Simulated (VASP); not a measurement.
The system is SiC.

```
Si C
1.0
     3.13633    0.00000    0.00000
    -1.56816    2.71614    0.00000
     0.00000    0.00000    5.14701
Si C
2 2
Direct
  0.66667 0.33333 0.50000
  0.33333 0.66667 0.00000
  0.66667 0.33333 0.88500
  0.33333 0.66667 0.38500
```

Base run:

```yaml
Program: VASP 6.6.1
Functional: b88 exchange, pbe correlation
Potentials_or_basis: VASP PAW PBE potentials, release 64 (Si, C)
Cutoff: 600 eV
k_mesh: 10 × 10 × 5
Occupations: fermi-dirac, width 0.05 eV
Spin: no spin polarisation
```

Its results: band gap on the k mesh 2.49 eV (least direct gap 3.96 eV); pressure -8.2 GPa; largest force 0.667 eV/Å.

**Question.** The run is repeated on the same cell with these changes: functional from b88 exchange, pbe correlation to SVWN5; potentials or basis from VASP PAW PBE potentials, release 64 (Si, C) to VASP PAW PBE potentials, release 64 (Si, C_h); cutoff from 600 eV to 910 eV. What comes out?

**Answer.** Band gap on the k mesh 2.39 eV (least direct gap 3.87 eV); pressure -14.3 GPa; largest force 0.655 eV/Å.

Caveats: the cell stands under tension; the PAW data sets were made with another functional, which shifts forces and pressure a little; an odd mesh through Γ misses points on the zone boundary, where band edges can lie; the cutoff is under 1.25 times the usual one of these potentials, so pressure, stress and relaxed cells hold a basis-set (Pulay) error (at least some runs).
